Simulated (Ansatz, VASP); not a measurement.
**Two plane-wave programs on BN**

File INCAR:

```
SYSTEM = BN
PREC     = Accurate       ! precision mode
ENCUT    = 520            ! plane-wave cutoff, eV
EDIFF    = 1E-7           ! SCF threshold, eV
ISMEAR   = 0              ! smearing method
SIGMA    = 0.05           ! smearing width, eV
LREAL    = .False.        ! projectors in reciprocal space
LASPH    = .True.         ! aspherical terms in the spheres
NELM     = 80             ! most SCF steps
ALGO     = Normal         ! electronic algorithm
ISIF     = 2              ! what is computed and relaxed
LWAVE    = .False.        ! write WAVECAR
LCHARG   = .False.        ! write CHGCAR
GGA      = PE             ! functional
IVDW     = 12             ! dispersion correction
NBANDS   = 26             ! bands
```

KPOINTS

```
regular mesh
0
Gamma
  10 10 2
  0 0 0
```

File POSCAR:

```
BN
1.0
   -2.5039917043      0.0000000000      0.0000000000
   -1.2519958521     -2.1685204268      0.0000000000
   -2.1908675417     -1.2648979650     13.3224000000
B N
4 4
Direct
   -0.1770541667     -0.1770541667      0.8750000000
    0.1145958333      0.1145958333      0.3750000000
    0.5937541667      0.5937541667      0.1250000000
    0.3021041667      0.3021041667      0.6250000000
    0.2604208333      0.2604208333      0.1250000000
   -0.0312291667     -0.0312291667      0.6250000000
    0.1562791667      0.1562791667      0.8750000000
    0.4479291667      0.4479291667      0.3750000000
```

Input for Ansatz:

```yaml
crystal:
  lattice:
    - [-2.5039917043, 0.0, 0.0]
    - [-1.2519958521, -2.1685204268, 0.0]
    - [-2.1908675417, -1.264897965, 13.3224]
  atoms:
    - { symbol: B, position: [-0.1770541667, -0.1770541667, 0.875] }
    - { symbol: B, position: [0.1145958333, 0.1145958333, 0.375] }
    - { symbol: B, position: [0.5937541667, 0.5937541667, 0.125] }
    - { symbol: B, position: [0.3021041667, 0.3021041667, 0.625] }
    - { symbol: "N", position: [0.2604208333, 0.2604208333, 0.125] }
    - { symbol: "N", position: [-0.0312291667, -0.0312291667, 0.625] }
    - { symbol: "N", position: [0.1562791667, 0.1562791667, 0.875] }
    - { symbol: "N", position: [0.4479291667, 0.4479291667, 0.375] }
basis:
  ecutwfc: 420
kpoints:
  mp_grid: { grid: [10, 10, 2] }
hamiltonian:
  xc: pbe
  dispersion: d3bj
scf:
  occupations: { method: gaussian, width: 0.05 }
output:
  forces: true
  stress: true
  eigenvalues: true
```

Alike in both runs: task single point; functional PBE; dispersion D3(BJ); k mesh 10 × 10 × 2; occupations gaussian, width 0.05 eV; no spin polarisation.

```csv
,VASP,Ansatz
version,VASP 6.6.1,Ansatz 0.2.0
potentials or method,"VASP PAW PBE potentials, release 64 (B, N), cutoff 520 eV","scalar-relativistic, plane waves, PAW"
valence electrons in the cell,32,32
```

Ansatz gave:

* gap on the k mesh at the Fermi level (eV): 4.08
* least direct gap on the mesh (eV): 4.23
* pressure (GPa): 0.6
* traceless stress, the component that is largest in VASP (GPa): -0.70
* rms of the force components (eV/Å): 0.010

Which values does VASP return?

gap on the k mesh at the Fermi level (eV): 4.07; least direct gap on the mesh (eV): 4.23; pressure (GPa): 0.7; traceless stress, the component that is largest in VASP (GPa): -0.90; rms of the force components (eV/Å): 0.010.

Atom by atom the forces differ by 0.000 eV/Å (rms over components).
